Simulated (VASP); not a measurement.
A run of VASP 6.6.1 is set up as follows.

The input INCAR:

```
SYSTEM = Sc
PREC = Accurate
ENCUT = 600
EDIFF = 1E-7
ISMEAR = -1
SIGMA = 0.05
LREAL = .False.
LASPH = .True.
NELM = 60
ALGO = Normal
ISIF = 3
LWAVE = .False.
LCHARG = .False.
IBRION = 2
NSW = 32
EDIFFG = -0.005
PSTRESS = 320.0
```

The input KPOINTS:

```
regular mesh
0
Gamma
  15 15 15
  0 0 0
```

File POSCAR:

```
Sc
1.0
    2.4801852068      0.0000000000      0.0000000000
    0.0000000000      2.4801852068      0.0000000000
    0.0000000000      0.0000000000      2.4801852068
Sc
1
Direct
    0.0000000000      0.0000000000      0.0000000000
```

Potentials or basis: VASP PAW LDA potentials, release 64 (Sc_sv).

Run with:

```sh
$ cat potpaw_LDA.64/Sc_sv/POTCAR > POTCAR
$ mpirun -np 1 vasp_std > vasp.out
```

**Question.** Estimate the space group after relaxing (to 0.05 Å).

**Answer.** Pm-3m (No. 221).

**Question.** Estimate the relaxed cell.

**Answer.** a = 2.486 Å, b = 2.486 Å, c = 2.486 Å, α = 90.00°, β = 90.00°, γ = 90.00°.

**Question.** Estimate the relaxed volume.

**Answer.** 15.36 Å³/atom.

The path:
| step | energy change (eV) | largest force (eV/Å) | pressure (GPa) | volume (Å³) |
| --- | --- | --- | --- | --- |
| 1 | 0.0000 | 0.0000 | 32.97 | 15.26 |
| 2 | -0.0409 | 0.0000 | 31.19 | 15.46 |
| 3 | -0.0220 | 0.0000 | 32.00 | 15.36 |

Caveat: the cell is relaxed towards a set pressure, so the enthalpy falls and the energy may rise.
